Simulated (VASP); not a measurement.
# CsBr: electric field gradients with PBE

CsBr:

```
Cs Br
1.0
     4.32562    0.00000    0.00000
     0.00000    4.32562    0.00000
     0.00000    0.00000    4.32562
Cs Br
1 1
Cartesian
  0.0000 0.0000 0.0000
  2.1628 2.1628 2.1628
```

* Program: VASP 6.6.1
* Task: electric field gradients
* Functional: PBE
* Potentials or basis: VASP PAW PBE potentials, release 64 (Cs_sv, Br)
* Cutoff: 400 eV
* k mesh: 6 × 6 × 6
* Occupations: fermi-dirac, width 0.02 eV
* Spin: no spin polarisation
* Dipole correction: no
* Further INCAR settings: ALGO = Normal; EDIFF = 1e-08; NBANDS = 15

- Pressure: 0.6 GPa
- Band gap on the k mesh: 4.41 eV (least direct gap 4.42 eV)
- Largest electric field gradient by atom: zero within the noise of the run

Levels at points of the mesh, in eV from the valence-band top:
| k point | band 4 | band 5 | band 6 | band 7 | band 8 | band 9 | band 10 | band 11 | band 12 | band 13 |
| --- | --- | --- | --- | --- | --- | --- | --- | --- | --- | --- |
| (0.00, 0.00, 0.00) | -6.42 | -6.42 | -0.01 | -0.01 | -0.01 | 4.41 | 4.94 | 4.94 | 9.03 | 9.03 |
| (0.50, 0.00, 0.00) | -6.33 | -6.33 | -1.27 | -0.20 | -0.20 | 5.91 | 7.17 | 7.61 | 8.32 | 8.78 |
| (0.50, 0.50, 0.00) | -6.97 | -6.27 | -0.57 | -0.57 | 0.00 | 5.24 | 5.48 | 7.20 | 7.20 | 10.92 |
| (0.50, 0.50, 0.50) | -6.80 | -6.80 | -1.12 | -1.12 | -1.12 | 8.19 | 8.19 | 8.19 | 9.04 | 9.04 |

It took 33 s on 1 thread of Intel Xeon 8259CL (shared host), peak memory 0.16 GiB.

Caveat: spin-orbit coupling is left out, which moves the levels of the heavy elements.
